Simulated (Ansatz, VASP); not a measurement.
Two plane-wave programs on Ta5W3

```xyz
16
Lattice="6.5384 0.0023 -0.0022 0.0022 6.5206 0.0058 -0.0022 0.0058 6.5196" Properties=species:S:1:pos:R:3 pbc="T T T"
Ta    3.2577    0.0080    0.0112
Ta    0.0132    0.0137    3.2447
Ta    3.2573    3.2420    0.0169
Ta    3.2563    0.0133    3.2452
Ta    1.5967    4.8743    1.6180
Ta    1.5945    1.6465    4.9045
Ta    3.2577    3.2478    3.2505
Ta    4.9437    4.8736    1.6181
Ta    4.9415    1.6465    4.9052
Ta    4.9414    4.8803    4.9043
W     6.5488    0.0087    0.0075
W     0.0094    3.2439    0.0150
W     1.5984    1.6388    1.6199
W     4.9324    1.6380    1.6207
W     6.5488    3.2514    3.2498
W     1.6047    4.8833    4.9013
```

Alike in both runs: functional PBE; k mesh 3 × 3 × 3; occupations gaussian, width 0.1 eV; no spin polarisation.

Ansatz relaxed the structure, and its values are those at the end. VASP's run is a single point on that final structure, the one shown.

|  | VASP | Ansatz |
| --- | --- | --- |
| version | VASP 6.6.1 | Ansatz 0.2.0 |
| potentials or method | VASP PAW PBE potentials, release 64 (Ta_pv, W_sv), cutoff 520 eV | scalar-relativistic, plane waves, PAW |
| valence electrons in the cell | 194 | 214 |

|  | VASP | Ansatz | Ansatz less VASP |
| --- | --- | --- | --- |
| gap on the k mesh at the Fermi level (eV) | none | none | - |
| pressure (GPa) | 0.2 | 0.0 | -0.21 |
| rms of the force components (eV/Å) | 0.006 | 0.003 | -0.0029 |

A gap of «none» marks a metal or a gap that the smearing closes. VASP's potentials hold 194 valence electrons a cell and Ansatz's 214, so a difference there can come from the potentials and not from the codes.

Spin-orbit coupling is off throughout.
